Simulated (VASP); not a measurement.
Input of a VASP 6.6.1 run:

File INCAR:

```
SYSTEM = SrTiO3
ALGO = Normal
EDIFF = 1E-6
ENCUT = 520
GGA = PE
ISIF = 2
ISMEAR = -1
LASPH = .True.
LCHARG = .False.
LDAU = .True.
LDAUJ = 0 0 0
LDAUL = -1 2 -1
LDAUPRINT = 1
LDAUTYPE = 2
LDAUU = 0 1.23 0
LMAXMIX = 4
LREAL = .False.
LWAVE = .False.
NBANDS = 51
NELM = 150
PREC = Accurate
SIGMA = 0.0671
```

The input KPOINTS:

```
k-points
0
Gamma
  6 6 6
  0 0 0
```

The input POSCAR:

```
SrTiO3
1.0
    3.9605689300      3.9605689300      0.0000000000
    0.0000000000      3.9605689300      3.9605689300
    3.9605689300      0.0000000000      3.9605689300
Sr Ti O
2 2 6
Direct
    0.2500000000      0.2500000000      0.2500000000
    0.7500000000      0.7500000000      0.7500000000
    0.0000000000      0.0000000000      0.0000000000
    0.5000000000      0.5000000000      0.5000000000
    0.2500000000      0.7500000000      0.2500000000
    0.7500000000      0.2500000000      0.7500000000
    0.2500000000      0.2500000000      0.7500000000
    0.7500000000      0.7500000000      0.2500000000
    0.2500000000      0.7500000000      0.7500000000
    0.7500000000      0.2500000000      0.2500000000
```

Potentials or basis: VASP PAW PBE potentials, release 64 (Sr_sv, Ti_sv, O).

Command:

```bash
$ cat potpaw_PBE.64/Sr_sv/POTCAR potpaw_PBE.64/Ti_sv/POTCAR potpaw_PBE.64/O/POTCAR > POTCAR
$ mpirun -np 1 vasp_std > vasp.out
```

Q: Estimate the pressure.

A: -1.4 GPa.

Q: Estimate the band gap on the k mesh.

A: 1.92 eV.

Eigenvalues of the final occupation matrices:
| site | spin | trace | eigenvalues |
| --- | --- | --- | --- |
| site 3 d | 1 | 0.85 | 0.12 0.12 0.12 0.25 0.25 |
| site 3 d | 2 | 0.85 | 0.12 0.12 0.12 0.25 0.25 |
| site 4 d | 1 | 0.85 | 0.12 0.12 0.12 0.25 0.25 |
| site 4 d | 2 | 0.85 | 0.12 0.12 0.12 0.25 0.25 |

A k mesh can miss the band edges.
